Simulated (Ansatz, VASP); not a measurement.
**TiO: VASP beside Ansatz**

```xyz
2
Lattice="2.7439 0.0000 0.0000 -1.3719 2.3763 0.0000 0.0000 0.0000 2.8865" Properties=species:S:1:pos:R:3 pbc="T T T"
Ti    1.3719    0.7921    0.0000
O     0.0000    0.0000    1.4432
```

Alike in both runs: task single point; functional PBEsol; k mesh 30 × 30 × 24; occupations gaussian, width 0.15 eV; no spin polarisation.

|  | VASP | Ansatz |
| --- | --- | --- |
| version | VASP 6.6.1 | Ansatz 0.2.0 |
| potentials or method | VASP PAW PBE potentials, release 64 (Ti_sv, O), cutoff 520 eV | scalar-relativistic, plane waves, PAW |
| valence electrons in the cell | 18 | 18 |

```csv
,VASP,Ansatz,Ansatz less VASP
gap on the k mesh at the Fermi level (eV),none,none,-
pressure (GPa),-0.2,-0.8,-0.66
"traceless stress, the component that is largest in VASP (GPa)",-13.73,-13.96,-0.234
```

VASP's potentials were made for PBE, not for PBEsol. A gap of «none» marks a metal or a gap that the smearing closes.
